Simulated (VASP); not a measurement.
Set up this calculation in VASP 6.6.1, as the native input.

```
Task                   : single point
Functional             : LDA
Potentials or basis    : VASP PAW LDA potentials, release 64 (H)
Cutoff                 : 520 eV
k mesh                 : 6 × 6 × 6
Occupations            : gaussian, width 0.05 eV
Spin                   : no spin polarisation
Dipole correction      : no
Further INCAR settings : ALGO = Normal; EDIFF = 1e-06; NBANDS = 10
```

The structure of H lies in POSCAR:

```
H
1.0
    2.6234813799     -2.5669048168      0.0000000000
    2.6234813799      2.5669048168      0.0000000000
    0.0000000000      0.0000000000      4.1418180000
H
4
Direct
    0.9532956300      0.0467043700      0.1047248705
    0.4532956300      0.5467043700      0.4314911100
    0.5467043700      0.4532956300      0.5685088900
    0.0467043700      0.9532956300      0.9314911100
```

This cell differs from its parent crystal: atom 1 (H) moved by (+0.000, +0.150) A along x and z.

The input as run:

INCAR

```
SYSTEM = H
  PREC = Accurate
  ENCUT = 520
  EDIFF = 1E-6
  ISMEAR = 0
  SIGMA = 0.05
  LREAL = .FALSE.
  LASPH = .TRUE.
  NELM = 60
  ALGO = Normal
  ISIF = 2
  LWAVE = .FALSE.
  LCHARG = .FALSE.
  NBANDS = 10
```

KPOINTS

```
regular mesh
0
G
  6 6 6
  0 0 0
```

Potentials or basis: VASP PAW LDA potentials, release 64 (H).

The run is started by

```bash
$ cat potpaw_LDA.64/H/POTCAR > POTCAR
$ mpirun -np 1 vasp_std > vasp.out
```

It gave:

```yaml
Pressure: -1.9 GPa
Largest_force: 2.205 eV/Å
Band_gap_on_the_k_mesh: 7.82 eV, indirect (least direct gap 8.29 eV)
```

Caveat: the cell differs from its parent crystal (atom 1 (H) moved by (+0.000, +0.150) A along x and z); forces of over 1 eV/Å act on the atoms, so gaps and moduli don't describe the material at rest.

It took 23 s on 1 thread of Intel(R) Xeon(R) Platinum 8488C (Sapphire Rapids) (shared host), peak memory 0.15 GiB.
